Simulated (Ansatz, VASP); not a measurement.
**In3GaP4 in VASP and in Ansatz**

```xyz
8
Lattice="-2.8968 2.8968 5.7840 2.8968 -2.8968 5.7840 2.8968 2.8968 -5.7840" Properties=species:S:1:pos:R:3 pbc="T T T"
Ga    0.0000    0.0000    0.0000
P     1.3692    1.3692    1.3831
P     1.5276   -1.5276    4.4010
P     1.5276    1.5276    7.1671
P    -1.5276    1.5276    4.4010
In    0.0000    2.8968    2.8920
In    0.0000    0.0000    5.7840
In    2.8968    0.0000    2.8920
```

Alike in both runs: task single point; functional PBE; k mesh 6 × 6 × 6; occupations fermi-dirac, width 0.02 eV; no spin polarisation.

```csv
,VASP,Ansatz
version,VASP 6.6.1,Ansatz 0.2.0
potentials or method,"VASP PAW PBE potentials, release 64 (Ga_d, P, In_d)","plane waves, PAW"
plane-wave cutoff (eV),520,420
valence electrons in the cell,72,72
```

Ansatz gave:

- gap on the k mesh at the Fermi level (eV): 0.80
- pressure (GPa): 1.8
- rms of the force components (eV/Å): 0.009

Problem. What did VASP give for the same quantities?

Solution. gap on the k mesh at the Fermi level (eV): 0.80; pressure (GPa): 1.8; rms of the force components (eV/Å): 0.010.
